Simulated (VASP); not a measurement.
Wanted: the native input for a VASP 6.6.1 run.

```
Task                   : single point
Functional             : PBE
Potentials or basis    : VASP PAW PBE potentials, release 64 (Sn_d, O)
Cutoff                 : 520 eV
k mesh                 : 4 × 4 × 4
Occupations            : gaussian, width 0.1 eV
Spin                   : no spin polarisation
Dipole correction      : no
Further INCAR settings : ALGO = Normal; EDIFF = 1e-07; NBANDS = 24
```

The structure of SnO3 lies in POSCAR:

```
SnO3
1.0
    3.9842607700      0.0000000000      0.0000000000
    0.0000000000      3.9842607700      0.0000000000
    0.0000000000      0.0000000000      3.9842607700
Sn O
1 3
Direct
    0.0000000000      0.0000000000      0.0000000000
    0.0000000000      0.5000000000      0.5000000000
    0.5000000000      0.0000000000      0.5000000000
    0.5000000000      0.5000000000      0.0000000000
```

These files were run (other wordings do the same):

INCAR

```
SYSTEM = SnO3
ALGO = Normal ; EDIFF = 1E-7
ENCUT = 520 ; GGA = PE
ISIF = 2 ; ISMEAR = 0
LASPH = .TRUE. ; LCHARG = .FALSE.
LREAL = .FALSE. ; LWAVE = .FALSE.
NBANDS = 24 ; NELM = 80
PREC = Accurate ; SIGMA = 0.1
```

KPOINTS

```
k-points
0
G
  4 4 4
  0 0 0
```

Potentials or basis: VASP PAW PBE potentials, release 64 (Sn_d, O).

The run is started by

```console
$ cat potpaw_PBE.64/Sn_d/POTCAR potpaw_PBE.64/O/POTCAR > POTCAR
$ mpirun -np 1 vasp_std > vasp.out
```

It gave:

```
Pressure               : -21.1 GPa
Band gap on the k mesh : zero (band 16 reaches 1.90 eV, above the bottom of band 17 at 1.74 eV)
```

Caveat: the k points lie up to 0.39 Å⁻¹ apart; spin-orbit coupling is left out, which moves the levels of the heavy elements.

Run time: 9.8 s on 1 thread of Intel Xeon 6975P-C, with other jobs on the host, peak memory 0.17 GiB.
